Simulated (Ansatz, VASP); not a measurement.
**LiCl: VASP beside Ansatz**

```
CELL_PARAMETERS angstrom
0.00000 2.34999 3.05498
2.34999 0.00000 3.05498
2.34999 2.34999 0.00000
ATOMIC_POSITIONS crystal
Li 0.00000 0.00000 0.00000
Cl 0.50000 0.50000 0.50000
```

Alike in both runs: task single point; functional r2SCAN; k mesh 8 × 8 × 8; occupations gaussian, width 0.05 eV; no spin polarisation.

|  | VASP | Ansatz |
| --- | --- | --- |
| version | VASP 6.6.1 | Ansatz 0.2.0 |
| potentials or method | VASP PAW PBE potentials, release 64 (Li_sv, Cl), cutoff 520 eV | scalar-relativistic, plane waves, PAW |
| valence electrons in the cell | 10 | 10 |

```csv
,VASP,Ansatz,Ansatz less VASP
gap on the k mesh at the Fermi level (eV),6.98,6.91,-0.063
least direct gap on the mesh (eV),7.13,7.13,-0.005
```

VASP's potentials were made for PBE, not for r2SCAN.

Noted on VASP's run: the cutoff is short for stress, so the pressure is rough.
